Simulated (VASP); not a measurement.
# O (R-3m) in VASP: a series of runs

The runs below take O through electric field gradients, with PBEsol.

Program: VASP 6.6.1. These are calculated values, not measurements. Logs are shortened: lines on timing, memory, paths and dates and some standing lists are left out, and cuts for length are marked.

## 1. The cell of the first run

Symmetry: R-3m, No. 166, trigonal system. The conventional cell has a = 3.388 Å, b = 3.388 Å, c = 8.299 Å, α = 90.00°, β = 90.00°, γ = 120.00°. O (site symmetry 3m) has 4 O at 2.02 to 2.28 Å within 2.7 Å.

## 2. Electric field gradients, PBEsol (shortest bond scaled by 1.1)

Input file INCAR:

```
ALGO = Normal ; EDIFF = 1E-8
ENCUT = 520 ; GGA = PS
ISIF = 2 ; ISMEAR = -1
LASPH = True ; LCHARG = False
LEFG = True ; LREAL = False
LWAVE = False ; NBANDS = 13
NELM = 100 ; PREC = Accurate
SIGMA = 0.05
```

Input file KPOINTS:

```
k-points
0
Gamma
  11 11 11
```

Input file POSCAR:

```
O
1.0
    0.0000000000      2.3957099285      2.3957099285
    2.3957099285      0.0000000000      2.3957099285
    2.3957099285      2.3957099285      0.0000000000
O
2
Direct
   -0.0875000000     -0.1375000000     -0.1375000000
    0.0875000000      0.1375000000      0.1375000000
```

Potentials or basis: VASP PAW PBE potentials, release 64 (O).

On the command line:

```console
$ cat potpaw_PBE.64/O/POTCAR > POTCAR
$ mpirun -np 1 vasp_std > vasp.out
```

OUTCAR:

```text
EDIFF = 1E-8
   ENCUT = 520
   GGA = PS
   ISIF = 2
   ISMEAR = -1
   LASPH = True
   LREAL = False
   NELM = 100
   PREC = Accurate

 ion  position               nearest neighbor table
   1  0.913  0.862  0.862-
   2  0.087  0.138  0.138-

  LATTYP: Found a face centered cubic cell.
 ALAT       =     4.7914198570

  Lattice vectors:

 A1 = (   0.0000000000,   2.3957099285,   2.3957099285)
 A2 = (   2.3957099285,   0.0000000000,   2.3957099285)
 A3 = (   2.3957099285,   2.3957099285,   0.0000000000)

Analysis of symmetry for initial positions (statically):
=====================================================================
 Subroutine PRICEL returns:
 Original cell was already a primitive cell.

 Routine SETGRP: Setting up the symmetry group for a
 face centered cubic supercell.

 Subroutine GETGRP returns: Found 12 space group operations
 (whereof  4 operations were pure point group operations)
 out of a pool of 48 trial point group operations.

The static configuration has the point symmetry C_2h.
 The point group associated with its full space group is D_3d.

Analysis of symmetry for dynamics (positions and initial velocities):
=====================================================================
 Subroutine PRICEL returns:
 Original cell was already a primitive cell.

 Routine SETGRP: Setting up the symmetry group for a
 face centered cubic supercell.

 Subroutine GETGRP returns: Found 12 space group operations
 (whereof  4 operations were pure point group operations)
 out of a pool of 48 trial point group operations.

The dynamic configuration has the point symmetry C_2h.
 The point group associated with its full space group is D_3d.

 Subroutine INISYM returns: Found 12 space group operations
 (whereof  4 operations are pure point group operations),
 and found     1 'primitive' translations

----------------------------------------------------------------------------------------

                                     Primitive cell

  volume of cell :      27.5000

  direct lattice vectors                    reciprocal lattice vectors
     0.000000000  2.395709929  2.395709929    -0.208706402  0.208706402  0.208706402
     2.395709929  0.000000000  2.395709929     0.208706402 -0.208706402  0.208706402
     2.395709929  2.395709929  0.000000000     0.208706402  0.208706402 -0.208706402

  length of vectors
     3.388045472  3.388045472  3.388045472     0.361490093  0.361490093  0.361490093

  position of ions in fractional coordinates (direct lattice)
     0.912500000  0.862500000  0.862500000
     0.087500000  0.137500000  0.137500000

  ion indices of the primitive-cell ions
   primitive index   ion index
                 1           1
                 2           2

----------------------------------------------------------------------------------------

 KPOINTS: k-points

Automatic generation of k-mesh.
 Grid dimensions read from file:
 generate k-points for:   11   11   11

 Generating k-lattice:

  Cartesian coordinates                     Fractional coordinates (reciprocal lattice)
    -0.018973309  0.018973309  0.018973309     0.090909091  0.000000000  0.000000000
     0.018973309 -0.018973309  0.018973309     0.000000000  0.090909091  0.000000000
     0.018973309  0.018973309 -0.018973309     0.000000000  0.000000000  0.090909091

  Length of vectors
     0.032862736  0.032862736  0.032862736

  Shift w.r.t. Gamma in fractional coordinates (k-lattice)
     0.000000000  0.000000000  0.000000000

 Subroutine IBZKPT returns following result:
 ===========================================

 Found    146 irreducible k-points:

 Following reciprocal coordinates:
            Coordinates               Weight
  0.000000  0.000000  0.000000      1.000000
  0.090909  0.000000  0.000000      2.000000
  0.000000  0.090909  0.000000      6.000000
  0.181818  0.000000  0.000000      2.000000
  0.000000  0.181818  0.000000      6.000000
  0.272727  0.000000  0.000000      2.000000
[... 16 lines left out ...]
  0.000000  0.454545  0.090909     12.000000
  0.090909  0.000000  0.454545      6.000000
 [... further k-points ...]
   k-points           NKPTS =    146   k-points in BZ     NKDIM =    146   number of bands    NBANDS=     13
   number of dos      NEDOS =    301   number of ions     NIONS =      2
   total plane-waves  NPLWV =  21952
   dimension x,y,z NGX =    28 NGY =   28 NGZ =   28
   dimension x,y,z NGXF=    56 NGYF=   56 NGZF=   56
   ions per type =               2
   NGX,Y,Z   is equivalent  to a cutoff of  13.74, 13.74, 13.74 a.u.
   NGXF,Y,Z  is equivalent  to a cutoff of  27.48, 27.48, 27.48 a.u.
 SYSTEM =  unknown system
   PREC   = accura    normal or accurate (medium, high low for compatibility)
   ISTART =      0    job   : 0-new  1-cont  2-samecut
   ICHARG =      2    charge: 1-file 2-atom 10-const
   ISPIN  =      1    spin polarized calculation?
   LNONCOLLINEAR =      F non collinear calculations
   LSORBIT =      F    spin-orbit coupling
   LASPH  =      T    aspherical Exc in radial PAW
   ENCUT  =  520.0 eV  38.22 Ry    6.18 a.u.   6.30  6.30  6.30*2*pi/ulx,y,z
   NELM   =    100;   NELMIN=  2; NELMDL= -5     # of ELM steps
   EDIFF  = 0.1E-07   stopping-criterion for ELM
   LREAL  =      F    real-space projection
   EDIFFG = 0.1E-06   stopping-criterion for IOM
   NSW    =      0    number of steps for IOM
   IBRION =     -1    ionic relax: 0-MD 1-quasi-New 2-CG
   NFREE  =      0    steps in history (QN), initial steepest desc. (CG)
   ISIF   =      2    stress and relaxation
   ISYM   =      2    0-nonsym 1-usesym 2-fastsym
   POTIM  = 0.5000    time-step for ionic-motion
   TEBEG  =    0.0;   TEEND  =   0.0 temperature during run
   PSTRESS=    0.0 pullay stress
   NELECT =      12.0000    total number of electrons
   NUPDOWN=      -1.0000    fix difference up-down
   EMIN   =  10.00;   EMAX   =-10.00  energy-range for DOS
   EFERMI =   0.00;   METHOD = LEGACY
   ISMEAR =    -1;   SIGMA  =   0.05  broadening in eV -4-tet -1-fermi 0-gaus
   EFERMI_NEDOS =   21; number of points for ismear=-14 and -15
   IALGO  =     38    algorithm
   IMIX   =      4    mixing-type and parameters
     AMIX     =   0.40;   BMIX     =  1.00
     AMIX_MAG =   1.60;   BMIX_MAG =  1.00
  volume/ion in A,a.u.               =      13.75        92.79
  Fermi-wavevector in a.u.,A,eV,Ry     =   1.241722  2.346514 20.978460  1.541873
  Thomas-Fermi vector in A             =   2.376107
   LORBIT       =      0    0 simple, 1 ext, 2 COOP (PROOUT), +10 PAW based schemes
   GGA     = PS    functional components
   LHFCALC =     F    Hartree Fock is set to
   AEXX    =    0.0000 exact exchange contribution
   IVDW    =     0    specifies the selected vdW correction
   LEPSILON=     F    determine dielectric tensor
   LRPA    =     F    only Hartree local field effects (RPA)
 non-spin polarized calculation
  energy-cutoff  :      520.00
  volume of cell :       27.50
 maximum number of plane-waves:       751
 NGX is ok and might be reduce to    28
   NGX = 13   NGY = 13   NGZ = 13

 number of electron      12.0000000 magnetization

 Free energy of the ion-electron system (eV)
  ---------------------------------------------------
  ext. energy  EPLUGINS =         0.00000000
  ---------------------------------------------------
  free energy    TOTEN  =        -6.35664009 eV

  energy without entropy =       -6.34782267  energy(sigma->0) =       -6.35223138

 E-fermi :  -2.1008     XC(G=0):  -8.9431

 val. band max:       -2.1067198225   @ k =   0.0000   0.0000   0.0000
 cond. band min:      -2.0899096060   @ k =   0.0909   0.0909   0.0000
 fundamental gap:      0.0168102166
 Fermi energy:        -2.1008206169

 k-point     1 :       0.0000    0.0000    0.0000
  band No.  band energies     occupation
      1     -21.3810      2.00000
      2     -16.2075      2.00000
      3      -5.4712      2.00000
      4      -5.4712      2.00000
      5      -3.6366      2.00000
      6      -3.2290      2.00000
      7      -2.1067      1.05893
      8      -2.1067      1.05892
      9       6.9901      0.00000
     10      18.7748      0.00000
     11      20.3426      0.00000
     12      20.3439      0.00000
     13      20.4012      0.00000
[... 354 lines left out ...]
  band No.  band energies     occupation
      1     -20.1124      2.00000
      2     -17.9822      2.00000
      3      -6.2186      2.00000
      4      -5.8762      2.00000
      5      -4.5051      2.00000
      6      -2.4902      1.99917
      7      -1.4760      0.00001
      8      -1.0946      0.00000
      9       9.8950      0.00000
     10      12.9861      0.00000
     11      16.3847      0.00000
     12      17.0749      0.00000
     13      22.6800      0.00000

 [... further k-points ...]

------------------------ aborting loop because EDIFF is reached ----------------------------------------

  FORCE on cell =-STRESS in cart. coord.  units (eV):
  Direction    XX          YY          ZZ          XY          YZ          ZX
  --------------------------------------------------------------------------------------
  -------------------------------------------------------------------------------------
  Total       -3.7659483     -3.7659483     -3.7659483     -1.6392449      1.6392449     -1.6392449
  in kB     -219.4078896   -219.4078896   -219.4078896    -95.5040385     95.5040385    -95.5040385
  external PRESSURE =    -219.4078896 kB  Pullay stress =       0.0000000 kB

 VOLUME and BASIS-vectors are now :
 -----------------------------------------------------------------------------
  energy-cutoff  :      520.00
  volume of cell :       27.50
      direct lattice vectors                 reciprocal lattice vectors
     0.000000000  2.395709929  2.395709929    -0.208706402  0.208706402  0.208706402
     2.395709929  0.000000000  2.395709929     0.208706402 -0.208706402  0.208706402
     2.395709929  2.395709929  0.000000000     0.208706402  0.208706402 -0.208706402

 POSITION                                       TOTAL-FORCE (eV/Angst)
 -----------------------------------------------------------------------------------
      4.13260      4.25239      4.25239        -0.641197      0.641197      0.641197
      0.65882      0.53903      0.53903         0.641197     -0.641197     -0.641197
 -----------------------------------------------------------------------------------
    total drift:                               -0.000000     -0.000000     -0.000000

  FREE ENERGIE OF THE ION-ELECTRON SYSTEM (eV)
  ---------------------------------------------------
  free  energy   TOTEN  =        -6.3566400903 eV

  energy  without entropy=       -6.3478226674  energy(sigma->0) =       -6.35223138

 Electric field gradients (V/A^2)
---------------------------------------------------------------------
 ion       V_xx      V_yy      V_zz      V_xy      V_xz      V_yz
---------------------------------------------------------------------
   1       0.000    -0.000    -0.000    69.559    69.559   -69.561
   2       0.000    -0.000    -0.000    69.559    69.559   -69.561
---------------------------------------------------------------------

 Electric field gradients after diagonalization (V/A^2)
 (convention: |V_zz| > |V_xx| > |V_yy|)
----------------------------------------------------------------------
 ion       V_xx      V_yy      V_zz     asymmetry (V_yy - V_xx)/ V_zz
----------------------------------------------------------------------
   1      69.561    69.558  -139.119       0.000
   2      69.561    69.558  -139.119       0.000
----------------------------------------------------------------------

           NMR quadrupolar parameters

 Cq : quadrupolar parameter    Cq=e*Q*V_zz/h
 eta: asymmetry parameters     (V_yy - V_xx)/ V_zz
 Q  : nuclear electric quadrupole moment in mb (millibarn)
----------------------------------------------------------------------
 ion       Cq(MHz)       eta       Q (mb)
----------------------------------------------------------------------
   1      -0.336       0.000       1.000
   2      -0.336       0.000       1.000
----------------------------------------------------------------------
```

Run time: 61 s. Hardware: 1 thread of Intel Xeon Platinum 8259CL at 2.50GHz (Skylake/Cascade Lake), shared host; peak memory 0.17 GiB.

Results:

```yaml
Free_energy: -6.3566 eV
Pressure: -21.9 GPa
Largest_force: 1.111 eV/Å
Band_gap_on_the_k_mesh: zero (band 6 reaches -1.75 eV, above the bottom of band 7 at -2.12 eV)
```

Forces on the atoms (eV/Å):
```
O   -0.641  0.641  0.641
O    0.641 -0.641 -0.641
```

Levels at points of the mesh, in eV from the Fermi level:
```
           k point  band 4  band 5  band 6  band 7  band 8  band 9
(0.00, 0.00, 0.00)   -3.37   -1.54   -1.13   -0.01   -0.01    9.09
```

Electric field gradients, principal values (V/Å²):
| atom | least | middle | greatest (by size) |
| --- | --- | --- | --- |
| 1 O | 69.558 | 69.561 | -139.119 |
| 2 O | 69.558 | 69.561 | -139.119 |

Caveat: the cell differs from its parent crystal (shortest bond scaled by 1.1); without QUAD_EFG the Cq values of the log hold for a quadrupole moment of 1 mb, not for the nuclei; the PAW data sets were made with another functional, which shifts forces and pressure a little.

## 3. Electric field gradients, PBEsol (shortest bond scaled by 0.58)

Input file INCAR:

```
SYSTEM = O
PREC = Accurate
ENCUT = 520
EDIFF = 1E-8
ISMEAR = -1
SIGMA = 0.05
LREAL = .False.
LASPH = .True.
NELM = 100
ALGO = Normal
ISIF = 2
LWAVE = .False.
LCHARG = .False.
GGA = PS
LEFG = .True.
NBANDS = 13
```

Input file KPOINTS:

```
Automatic mesh
0
Gamma
  11 11 11
  0 0 0
```

Input file POSCAR:

```
O
1.0
    0.0000000000      2.3957099285      2.3957099285
    2.3957099285      0.0000000000      2.3957099285
    2.3957099285      2.3957099285      0.0000000000
O
2
Direct
   -0.2825000000     -0.0725000000     -0.0725000000
    0.2825000000      0.0725000000      0.0725000000
```

Potentials or basis: VASP PAW PBE potentials, release 64 (O).

On the command line:

```console
$ cat potpaw_PBE.64/O/POTCAR > POTCAR
$ mpirun -np 1 vasp_std > vasp.out
```

OUTCAR:

```text
SYSTEM = O
   PREC = Accurate
   ENCUT = 520
   EDIFF = 1E-8
   ISMEAR = -1
   LREAL = .False.
   LASPH = .True.
   NELM = 100
   ISIF = 2
   GGA = PS

 ion  position               nearest neighbor table
   1  0.718  0.928  0.928-   2 1.20
   2  0.282  0.072  0.072-   1 1.20

  LATTYP: Found a face centered cubic cell.
 ALAT       =     4.7914198570

  Lattice vectors:

 A1 = (   0.0000000000,   2.3957099285,   2.3957099285)
 A2 = (   2.3957099285,   0.0000000000,   2.3957099285)
 A3 = (   2.3957099285,   2.3957099285,   0.0000000000)

Analysis of symmetry for initial positions (statically):
[... 596 lines left out ...]
  free  energy   TOTEN  =        -9.7639725144 eV

  energy  without entropy=       -9.7517077640  energy(sigma->0) =       -9.75784014

 Electric field gradients (V/A^2)
---------------------------------------------------------------------
 ion       V_xx      V_yy      V_zz      V_xy      V_xz      V_yz
---------------------------------------------------------------------
   1      -0.000     0.000     0.000   -63.122   -63.122    63.121
   2      -0.000     0.000     0.000   -63.122   -63.122    63.121
---------------------------------------------------------------------

 Electric field gradients after diagonalization (V/A^2)
 (convention: |V_zz| > |V_xx| > |V_yy|)
----------------------------------------------------------------------
 ion       V_xx      V_yy      V_zz     asymmetry (V_yy - V_xx)/ V_zz
----------------------------------------------------------------------
   1     -63.122   -63.121   126.243       0.000
   2     -63.122   -63.121   126.243       0.000
----------------------------------------------------------------------

           NMR quadrupolar parameters

 Cq : quadrupolar parameter    Cq=e*Q*V_zz/h
 eta: asymmetry parameters     (V_yy - V_xx)/ V_zz
 Q  : nuclear electric quadrupole moment in mb (millibarn)
----------------------------------------------------------------------
 ion       Cq(MHz)       eta       Q (mb)
----------------------------------------------------------------------
   1       0.305       0.000       1.000
   2       0.305       0.000       1.000
----------------------------------------------------------------------
```

OSZICAR:

```text
N       E                     dE             d eps       ncg     rms          rms(c)
DAV:   1     0.475515510194E+02    0.47552E+02   -0.68337E+03  3868   0.849E+02
DAV:   2    -0.815389165141E+01   -0.55705E+02   -0.53673E+02  4846   0.198E+02
DAV:   3    -0.100653484277E+02   -0.19115E+01   -0.18779E+01  4461   0.345E+01
DAV:   4    -0.100727257111E+02   -0.73773E-02   -0.73767E-02  4441   0.252E+00
DAV:   5    -0.100727652965E+02   -0.39585E-04   -0.39585E-04  4546   0.163E-01    0.446E+00
DAV:   6    -0.982231455155E+01    0.25045E+00   -0.19778E-01  4251   0.417E+00    0.236E+00
DAV:   7    -0.976155655512E+01    0.60758E-01   -0.18752E-01  4256   0.393E+00    0.453E-01
DAV:   8    -0.976383042670E+01   -0.22739E-02   -0.16379E-02  3971   0.107E+00    0.744E-02
DAV:   9    -0.976393548528E+01   -0.10506E-03   -0.16040E-04  4671   0.121E-01    0.244E-02
DAV:  10    -0.976396874028E+01   -0.33255E-04   -0.28944E-05  4016   0.444E-02    0.106E-02
DAV:  11    -0.976397251135E+01   -0.37711E-05   -0.45019E-06  4201   0.196E-02    0.385E-03
DAV:  12    -0.976397243916E+01    0.72187E-07   -0.28225E-07  4431   0.498E-03    0.150E-03
DAV:  13    -0.976397251507E+01   -0.75913E-07   -0.62520E-08  4321   0.227E-03    0.112E-04
DAV:  14    -0.976397251439E+01    0.68746E-09   -0.25681E-09  2958   0.433E-04
   1 F= -.97639725E+01 E0= -.97578401E+01  d E =-.122648E-01
```

It took 60 s on 1 thread of Intel Xeon Platinum 8259CL at 2.50GHz (Skylake/Cascade Lake), shared host; peak memory 0.17 GiB.

What came out:

- Free energy: -9.7640 eV
- Pressure: 2.7 GPa
- Largest force: 2.272 eV/Å
- Band gap on the k mesh: zero (band 6 reaches 0.23 eV, above the bottom of band 7 at -0.80 eV)

Forces on the atoms (eV/Å):
```
O   -1.311  1.311  1.311
O    1.311 -1.311 -1.311
```

Electric field gradients, principal values (V/Å²):
```
atom    least   middle  greatest (by size)
 1 O  -63.121  -63.122             126.243
 2 O  -63.121  -63.122             126.243
```

Caveat: the cell differs from its parent crystal (shortest bond scaled by 0.58); the standard files for N, O and F lose accuracy on very short bonds; spin is off for a triplet molecule; without QUAD_EFG the Cq values of the log hold for a quadrupole moment of 1 mb, not for the nuclei; the PAW data sets were made with another functional, which shifts forces and pressure a little.
